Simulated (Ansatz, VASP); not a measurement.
Two plane-wave programs on Zn

INCAR

```
AGGAC    = 1.0          
AGGAX    = 1.0          
ALDAC    = 0.0          
ALDAX    = 1.0          
ALGO     = Fast           # electronic algorithm
EDIFF    = 1E-6           # SCF threshold, eV
ENCUT    = 520            # plane-wave cutoff, eV
GGA      = B5             # functional
ISIF     = 2              # what is computed and relaxed
ISMEAR   = -1             # smearing method
LASPH    = T              # aspherical terms in the spheres
LCHARG   = T              # write CHGCAR
LELF     = T              # ELF
LREAL    = F              # projectors in reciprocal space
LVHAR    = T            
LWAVE    = F              # write WAVECAR
NBANDS   = 12             # bands
NELM     = 60             # most SCF steps
PREC     = Accurate       # precision mode
SIGMA    = 0.05           # smearing width, eV
```

KPOINTS

```
k-points
0
Gamma
  12 12 12
```

POSCAR

```
Zn
1.0
   -1.5690370000      1.5690370000      1.5690370000
    1.5690370000     -1.5690370000      1.5690370000
    1.5690370000      1.5690370000     -1.5690370000
Zn
1
Direct
    0.0000000000      0.0000000000      0.0000000000
```

File input.yaml:

```yaml
crystal:
  lattice:
    - [-1.569037, 1.569037, 1.569037]
    - [1.569037, -1.569037, 1.569037]
    - [1.569037, 1.569037, -1.569037]
  atoms:
    - { symbol: Zn, position: [0.0, 0.0, 0.0] }
hamiltonian:
  xc: blyp
  pseudopotentials: { kind: paw }
kpoints:
  mp_grid: { grid: [12, 12, 12] }
  band_path:
    path:
      - [[0.0, 0.0, 0.0], [0.5, -0.5, 0.5], [0.0, 0.0, 0.5], [0.0, 0.0, 0.0], [0.25, 0.25, 0.25], [0.5, -0.5, 0.5]]
      - [[0.25, 0.25, 0.25], [0.0, 0.0, 0.5]]
    npoints: 14
scf:
  occupations: { method: fermi_dirac, width: 0.05 }
  n_extra_bands: 6
output:
  forces: true
  stress: true
  eigenvalues: true
  fatbands: false
  write_density: true
  write_potential: true
  elf: true
  volumetric_format: npy
```

Alike in both runs: functional BLYP; k mesh 12 × 12 × 12; occupations fermi-dirac, width 0.05 eV; no spin polarisation.

|  | VASP | Ansatz |
| --- | --- | --- |
| version | VASP 6.6.1 | Ansatz 0.2.0 |
| potentials or method | VASP PAW PBE potentials, release 64 (Zn) | Ansatz PAW |
| plane-wave cutoff (eV) | 520 | 420 |
| valence electrons in the cell | 12 | 12 |
| task | single point | band structure |

Ansatz gave:

| Property | Result |
| --- | --- |
| gap on the k mesh at the Fermi level (eV) | none |
| pressure (GPa) | 6.0 |

Question: What did VASP give for the same quantities?

Answer: gap on the k mesh at the Fermi level (eV): none; pressure (GPa): 6.3.

VASP's potentials were made for PBE, not for BLYP. A gap of «none» marks a metal or a gap that the smearing closes.
